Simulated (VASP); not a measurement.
# CdSb3O (Pm-3m) in VASP: single point with PBE

Aim: the single point of CdSb3O with PBE.

Program: VASP 6.6.1. These are calculated values, not measurements. Logs are shortened: lines on timing, memory, paths and dates and some standing lists are left out, and cuts for length are marked.

### 1 The cell of the first run

It takes space group Pm-3m (No. 221, cubic). The conventional cell has a = 5.074 Å, b = 5.074 Å, c = 5.074 Å, α = 90.00°, β = 90.00°, γ = 90.00°. Cd (site symmetry m-3m) has 6 Sb at 2.54 Å within 3.3 Å. Within 3.3 Å of Sb (site symmetry 4/mmm) lie 2 Cd at 2.54 Å. O (site symmetry m-3m) has 12 Sb at 3.59 Å and 8 Cd at 4.39 Å within 4.7 Å.

The cell was built from a structure type or drawn by symmetry, and may not be a known phase.

### 2 Single point, PBE

File INCAR:

```
PREC = Accurate
ENCUT = 520
EDIFF = 1E-7
ISMEAR = 0
SIGMA = 0.1
LREAL = F
LASPH = T
NELM = 60
ALGO = Normal
ISIF = 2
LWAVE = F
LCHARG = F
GGA = PE
NBANDS = 24
```

File KPOINTS:

```
regular mesh
0
Gamma
  4 4 4
```

File POSCAR:

```
CdSb3O
1.0
    5.0739510600      0.0000000000      0.0000000000
    0.0000000000      5.0739510600      0.0000000000
    0.0000000000      0.0000000000      5.0739510600
Cd Sb O
1 3 1
Direct
    0.5000000000      0.5000000000      0.5000000000
    0.0000000000      0.5000000000      0.5000000000
    0.5000000000      0.0000000000      0.5000000000
    0.5000000000      0.5000000000      0.0000000000
    0.0000000000      0.0000000000      0.0000000000
```

Potentials or basis: VASP PAW PBE potentials, release 64 (Cd, Sb, O).

The run is started by

```sh
> cat potpaw_PBE.64/Cd/POTCAR potpaw_PBE.64/Sb/POTCAR potpaw_PBE.64/O/POTCAR > POTCAR
> mpirun -np 1 vasp_std > vasp.out
```

OUTCAR:

```text
PREC = Accurate
   ENCUT = 520
   EDIFF = 1E-7
   ISMEAR = 0
   LREAL = F
   LASPH = T
   NELM = 60
   ISIF = 2
   GGA = PE

 ion  position               nearest neighbor table
   1  0.500  0.500  0.500-   2 2.54   3 2.54   4 2.54   4 2.54   3 2.54   2 2.54
   2  0.000  0.500  0.500-   1 2.54   1 2.54   4 3.59   4 3.59   3 3.59   3 3.59   3 3.59   4 3.59
                             4 3.59   3 3.59
   3  0.500  0.000  0.500-   1 2.54   1 2.54   4 3.59   4 3.59   2 3.59   2 3.59   4 3.59   4 3.59
                             2 3.59   2 3.59
   4  0.500  0.500  0.000-   1 2.54   1 2.54   3 3.59   2 3.59   2 3.59   3 3.59   3 3.59   3 3.59
                             2 3.59   2 3.59
   5  0.000  0.000  0.000-

  LATTYP: Found a simple cubic cell.
 ALAT       =     5.0739510600

  Lattice vectors:

 A1 = (   5.0739510600,   0.0000000000,   0.0000000000)
 A2 = (   0.0000000000,   5.0739510600,   0.0000000000)
 A3 = (   0.0000000000,   0.0000000000,   5.0739510600)

Analysis of symmetry for initial positions (statically):
=====================================================================
 Subroutine PRICEL returns:
 Original cell was already a primitive cell.

 Routine SETGRP: Setting up the symmetry group for a
 simple cubic supercell.

 Subroutine GETGRP returns: Found 48 space group operations
 (whereof 48 operations were pure point group operations)
 out of a pool of 48 trial point group operations.

The static configuration has the point symmetry O_h .

Analysis of symmetry for dynamics (positions and initial velocities):
=====================================================================
 Subroutine PRICEL returns:
 Original cell was already a primitive cell.

 Routine SETGRP: Setting up the symmetry group for a
 simple cubic supercell.

 Subroutine GETGRP returns: Found 48 space group operations
 (whereof 48 operations were pure point group operations)
 out of a pool of 48 trial point group operations.

The dynamic configuration has the point symmetry O_h .

 Subroutine INISYM returns: Found 48 space group operations
 (whereof 48 operations are pure point group operations),
 and found     1 'primitive' translations

----------------------------------------------------------------------------------------

                                     Primitive cell

  volume of cell :     130.6288

  direct lattice vectors                    reciprocal lattice vectors
     5.073951060  0.000000000  0.000000000     0.197085070  0.000000000  0.000000000
     0.000000000  5.073951060  0.000000000     0.000000000  0.197085070  0.000000000
     0.000000000  0.000000000  5.073951060     0.000000000  0.000000000  0.197085070

  length of vectors
     5.073951060  5.073951060  5.073951060     0.197085070  0.197085070  0.197085070

  position of ions in fractional coordinates (direct lattice)
     0.500000000  0.500000000  0.500000000
     0.000000000  0.500000000  0.500000000
     0.500000000  0.000000000  0.500000000
     0.500000000  0.500000000  0.000000000
     0.000000000  0.000000000  0.000000000

  ion indices of the primitive-cell ions
   primitive index   ion index
                 1           1
                 2           2
                 3           3
                 4           4
                 5           5

----------------------------------------------------------------------------------------

 KPOINTS: regular mesh

Automatic generation of k-mesh.
 Grid dimensions read from file:
 generate k-points for:    4    4    4

 Generating k-lattice:

  Cartesian coordinates                     Fractional coordinates (reciprocal lattice)
     0.049271268  0.000000000  0.000000000     0.250000000  0.000000000  0.000000000
     0.000000000  0.049271268  0.000000000     0.000000000  0.250000000  0.000000000
     0.000000000  0.000000000  0.049271268     0.000000000  0.000000000  0.250000000

  Length of vectors
     0.049271268  0.049271268  0.049271268

  Shift w.r.t. Gamma in fractional coordinates (k-lattice)
     0.000000000  0.000000000  0.000000000

 Subroutine IBZKPT returns following result:
 ===========================================

 Found     10 irreducible k-points:

 Following reciprocal coordinates:
            Coordinates               Weight
  0.000000  0.000000  0.000000      1.000000
  0.250000  0.000000  0.000000      6.000000
  0.500000  0.000000  0.000000      3.000000
  0.250000  0.250000  0.000000     12.000000
  0.500000  0.250000  0.000000     12.000000
  0.500000  0.500000  0.000000      3.000000
  0.250000  0.250000  0.250000      8.000000
  0.500000  0.250000  0.250000     12.000000
  0.500000  0.500000  0.250000      6.000000
  0.500000  0.500000  0.500000      1.000000
   k-points           NKPTS =     10   k-points in BZ     NKDIM =     10   number of bands    NBANDS=     24
   number of dos      NEDOS =    301   number of ions     NIONS =      5
   total plane-waves  NPLWV =  64000
   dimension x,y,z NGX =    40 NGY =   40 NGZ =   40
   dimension x,y,z NGXF=    80 NGYF=   80 NGZF=   80
   ions per type =               1   3   1
   NGX,Y,Z   is equivalent  to a cutoff of  13.11, 13.11, 13.11 a.u.
   NGXF,Y,Z  is equivalent  to a cutoff of  26.21, 26.21, 26.21 a.u.
 SYSTEM =  unknown system
   PREC   = accura    normal or accurate (medium, high low for compatibility)
   ISTART =      0    job   : 0-new  1-cont  2-samecut
   ICHARG =      2    charge: 1-file 2-atom 10-const
   ISPIN  =      1    spin polarized calculation?
   LNONCOLLINEAR =      F non collinear calculations
   LSORBIT =      F    spin-orbit coupling
   LASPH  =      T    aspherical Exc in radial PAW
   ENCUT  =  520.0 eV  38.22 Ry    6.18 a.u.   9.43  9.43  9.43*2*pi/ulx,y,z
   NELM   =     60;   NELMIN=  2; NELMDL= -5     # of ELM steps
   EDIFF  = 0.1E-06   stopping-criterion for ELM
   LREAL  =      F    real-space projection
   EDIFFG = 0.1E-05   stopping-criterion for IOM
   NSW    =      0    number of steps for IOM
   IBRION =     -1    ionic relax: 0-MD 1-quasi-New 2-CG
   NFREE  =      0    steps in history (QN), initial steepest desc. (CG)
   ISIF   =      2    stress and relaxation
   ISYM   =      2    0-nonsym 1-usesym 2-fastsym
   POTIM  = 0.5000    time-step for ionic-motion
   TEBEG  =    0.0;   TEEND  =   0.0 temperature during run
   PSTRESS=    0.0 pullay stress
   NELECT =      33.0000    total number of electrons
   NUPDOWN=      -1.0000    fix difference up-down
   EMIN   =  10.00;   EMAX   =-10.00  energy-range for DOS
   EFERMI =   0.00;   METHOD = LEGACY
   ISMEAR =     0;   SIGMA  =   0.10  broadening in eV -4-tet -1-fermi 0-gaus
   EFERMI_NEDOS =   21; number of points for ismear=-14 and -15
   IALGO  =     38    algorithm
   IMIX   =      4    mixing-type and parameters
     AMIX     =   0.40;   BMIX     =  1.00
     AMIX_MAG =   1.60;   BMIX_MAG =  1.00
  volume/ion in A,a.u.               =      26.13       176.31
  Fermi-wavevector in a.u.,A,eV,Ry     =   1.034904  1.955684 14.572184  1.071025
  Thomas-Fermi vector in A             =   2.169221
   LORBIT       =      0    0 simple, 1 ext, 2 COOP (PROOUT), +10 PAW based schemes
   GGA     = PE    functional components
   LHFCALC =     F    Hartree Fock is set to
   AEXX    =    0.0000 exact exchange contribution
   IVDW    =     0    specifies the selected vdW correction
   LEPSILON=     F    determine dielectric tensor
   LRPA    =     F    only Hartree local field effects (RPA)
 non-spin polarized calculation
 Gauss-broadening in eV      SIGMA  =   0.10
  energy-cutoff  :      520.00
  volume of cell :      130.63
 maximum number of plane-waves:      3575
 NGX is ok and might be reduce to    40
   NGX = 19   NGY = 19   NGZ = 19

 number of electron      32.9999994 magnetization

 Free energy of the ion-electron system (eV)
  ---------------------------------------------------
  ext. energy  EPLUGINS =         0.00000000
  ---------------------------------------------------
  free energy    TOTEN  =       -10.66068153 eV

  energy without entropy =      -10.59227287  energy(sigma->0) =      -10.62647720

 E-fermi :   4.6647     XC(G=0):  -9.4454

 val. band max:        4.6474856750   @ k =   0.2500   0.0000   0.0000
 cond. band min:       4.6704176504   @ k =   0.5000   0.5000   0.2500
 fundamental gap:      0.0229319753
 Fermi energy:         4.6646784729

 k-point     1 :       0.0000    0.0000    0.0000
  band No.  band energies     occupation
      1     -10.6526      2.00000
      2      -7.4091      2.00000
      3      -6.8962      2.00000
      4      -6.8962      2.00000
      5      -5.6467      2.00000
      6      -5.6467      2.00000
[... 16 lines left out ...]
     23      10.4420      0.00000
     24      10.4420      0.00000

 k-point     2 :       0.2500    0.0000    0.0000
  band No.  band energies     occupation
      1     -10.6418      2.00000
      2      -7.2349      2.00000
      3      -6.8914      2.00000
      4      -6.6971      2.00000
      5      -5.6800      2.00000
      6      -5.6800      2.00000
[... 16 lines left out ...]
     23      10.6516      0.00000
     24      11.0362      0.00000

 k-point     3 :       0.5000    0.0000    0.0000
  band No.  band energies     occupation
      1     -10.6314      2.00000
      2      -7.1600      2.00000
      3      -6.8867      2.00000
      4      -5.9430      2.00000
      5      -5.7125      2.00000
      6      -5.7125      2.00000
[... 16 lines left out ...]
     23      10.1865      0.00000
     24      10.9712      0.00000

 k-point     4 :       0.2500    0.2500    0.0000
  band No.  band energies     occupation
      1     -10.6341      2.00000
      2      -7.0509      2.00000
      3      -6.7092      2.00000
      4      -6.6722      2.00000
      5      -5.7153      2.00000
      6      -5.6804      2.00000
[... 16 lines left out ...]
     23      11.3029      0.00000
     24      11.7453      0.00000

 k-point     5 :       0.5000    0.2500    0.0000
  band No.  band energies     occupation
      1     -10.6263      2.00000
      2      -7.0050      2.00000
      3      -6.6973      2.00000
      4      -5.8754      2.00000
      5      -5.7520      2.00000
      6      -5.7122      2.00000
[... 16 lines left out ...]
     23      10.4334      0.00000
     24      12.0230      0.00000

 k-point     6 :       0.5000    0.5000    0.0000
  band No.  band energies     occupation
      1     -10.6212      2.00000
      2      -6.9686      2.00000
      3      -6.3276      2.00000
      4      -5.7870      2.00000
      5      -5.7119      2.00000
      6      -5.7119      2.00000
[... 16 lines left out ...]
     23      10.2035      0.00000
     24      11.7239      0.00000

 k-point     7 :       0.2500    0.2500    0.2500
  band No.  band energies     occupation
      1     -10.6280      2.00000
      2      -6.7029      2.00000
      3      -6.7029      2.00000
      4      -6.6269      2.00000
      5      -5.7157      2.00000
      6      -5.7157      2.00000
[... 16 lines left out ...]
     23      11.3769      0.00000
     24      11.4122      0.00000

 k-point     8 :       0.5000    0.2500    0.2500
  band No.  band energies     occupation
      1     -10.6220      2.00000
      2      -6.6965      2.00000
      3      -6.6820      2.00000
      4      -5.7965      2.00000
      5      -5.7542      2.00000
      6      -5.7509      2.00000
[... 16 lines left out ...]
     23      10.5126      0.00000
     24      11.0044      0.00000

 k-point     9 :       0.5000    0.5000    0.2500
  band No.  band energies     occupation
      1     -10.6176      2.00000
      2      -6.6858      2.00000
      3      -6.3276      2.00000
      4      -5.7882      2.00000
      5      -5.7532      2.00000
      6      -5.7532      2.00000
[... 16 lines left out ...]
     23      10.3971      0.00000
     24      10.3971      0.00000

 k-point    10 :       0.5000    0.5000    0.5000
  band No.  band energies     occupation
      1     -10.6143      2.00000
      2      -6.3275      2.00000
      3      -6.3275      2.00000
      4      -5.7894      2.00000
      5      -5.7894      2.00000
      6      -5.7894      2.00000
[... 16 lines left out ...]
     23      10.1187      0.00000
     24      10.1187      0.00000

------------------------ aborting loop because EDIFF is reached ----------------------------------------

  FORCE on cell =-STRESS in cart. coord.  units (eV):
  Direction    XX          YY          ZZ          XY          YZ          ZX
  --------------------------------------------------------------------------------------
  -------------------------------------------------------------------------------------
  Total       11.1022361     11.1022361     11.1022361      0.0000000      0.0000000     -0.0000000
  in kB      136.1702446    136.1702446    136.1702446      0.0000000      0.0000000     -0.0000000
  external PRESSURE =     136.1702446 kB  Pullay stress =       0.0000000 kB

 VOLUME and BASIS-vectors are now :
 -----------------------------------------------------------------------------
  energy-cutoff  :      520.00
  volume of cell :      130.63
      direct lattice vectors                 reciprocal lattice vectors
     5.073951060  0.000000000  0.000000000     0.197085070  0.000000000  0.000000000
     0.000000000  5.073951060  0.000000000     0.000000000  0.197085070  0.000000000
     0.000000000  0.000000000  5.073951060     0.000000000  0.000000000  0.197085070

 POSITION                                       TOTAL-FORCE (eV/Angst)
 -----------------------------------------------------------------------------------
      2.53698      2.53698      2.53698         0.000000      0.000000      0.000000
      0.00000      2.53698      2.53698         0.000000      0.000000      0.000000
      2.53698      0.00000      2.53698         0.000000      0.000000      0.000000
      2.53698      2.53698      0.00000         0.000000      0.000000      0.000000
      0.00000      0.00000      0.00000         0.000000      0.000000      0.000000
 -----------------------------------------------------------------------------------
    total drift:                               -0.000000      0.000000     -0.000000

  FREE ENERGIE OF THE ION-ELECTRON SYSTEM (eV)
  ---------------------------------------------------
  free  energy   TOTEN  =       -10.6606815324 eV

  energy  without entropy=      -10.5922728676  energy(sigma->0) =      -10.62647720
```

Wall time 69 s (1 thread of Intel Xeon 8259CL, shared host); peak memory 0.26 GiB.

Results:

- Free energy: -10.6607 eV
- Pressure: 13.6 GPa
- Band gap on the k mesh: zero (an odd number of electrons rules out a gap without spin polarisation)

Levels at points of the mesh, in eV from the Fermi level:
```
           k point  band 12  band 13  band 14  band 15  band 16  band 17  band 18  band 19  band 20  band 21
(0.00, 0.00, 0.00)    -4.60    -0.83    -0.83    -0.83     0.48     0.48     0.48     0.54     1.91     1.91
(0.50, 0.00, 0.00)    -2.23    -1.43    -1.43    -0.72    -0.55    -0.42     0.35     0.35     1.10     1.10
(0.50, 0.50, 0.00)    -2.68    -1.47    -1.47    -0.86    -0.40    -0.40     0.44     0.44     2.92     2.95
(0.50, 0.50, 0.50)    -3.14    -3.14     0.07     0.07     0.07     3.02     3.02     3.02     3.05     3.05
```

Caveat: the cell stands under pressure; spin-orbit coupling is left out, which moves the levels of the heavy elements; an odd number of electrons without spin polarisation forces a metal; a magnetic or distorted state may lie lower.
